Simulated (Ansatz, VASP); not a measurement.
One calculation of Ir, two programs

The input POSCAR:

```
Ir
1.0
    2.8061874718      0.0000000000      0.0000000000
   -1.4030937359      2.4302296383      0.0000000000
    0.0000000000      0.0000000000      4.1826529179
Ir
2
Direct
    0.6666666667      0.3333333333      0.7500000000
    0.3333333333      0.6666666667      0.2500000000
```

File INCAR.step1:

```
PREC = Accurate
ENCUT = 520
ISMEAR = 0
SIGMA = 0.15
LREAL = F
LASPH = T
NELM = 80
NBANDS = 16
GGA = PE
ALGO = Normal
EDIFF = 1E-4
LWAVE = T
LCHARG = F
```

Contents of INCAR.step2:

```
PREC = Accurate
ENCUT = 520
EDIFF = 1E-6
ISMEAR = 0
SIGMA = 0.15
LREAL = F
LASPH = T
NELM = 80
ALGO = Normal
ISIF = 2
LWAVE = F
LCHARG = F
METAGGA = R2SCAN
LMIXTAU = T
NBANDS = 16
ISTART = 1
```

File KPOINTS:

```
Automatic mesh
0
Gamma
  30 30 16
```

Input for Ansatz:

```yaml
crystal:
  lattice:
    - [2.8061874718, 0.0, 0.0]
    - [-1.4030937359, 2.4302296383, 0.0]
    - [0.0, 0.0, 4.1826529179]
  atoms:
    - { symbol: Ir, position: [0.6666666667, 0.3333333333, 0.75] }
    - { symbol: Ir, position: [0.3333333333, 0.6666666667, 0.25] }
basis:
  ecutwfc: 500
kpoints:
  mp_grid: { grid: [30, 30, 16] }
hamiltonian:
  xc: r2scan
scf:
  occupations: { method: gaussian, width: 0.15 }
output:
  forces: true
  stress: true
  eigenvalues: true
```

Alike in both runs: task single point; functional r2SCAN; k mesh 30 × 30 × 16; occupations gaussian, width 0.15 eV; no spin polarisation.

```csv
,VASP,Ansatz
version,VASP 6.6.1,Ansatz 0.2.0
potentials or method,"VASP PAW PBE potentials, release 64 (Ir), cutoff 520 eV","scalar-relativistic, plane waves, PAW"
valence electrons in the cell,18,34
```

```csv
,VASP,Ansatz,Ansatz less VASP
gap on the k mesh at the Fermi level (eV),none,none,-
pressure (GPa),6.2,3.6,-2.60
"traceless stress, the component that is largest in VASP (GPa)",18.84,18.46,-0.377
```

VASP's potentials were made for PBE, not for r2SCAN. A gap of «none» marks a metal or a gap that the smearing closes. VASP's potentials hold 18 valence electrons a cell and Ansatz's 34, so a difference there can come from the potentials and not from the codes.

Neither program's run includes spin-orbit coupling.
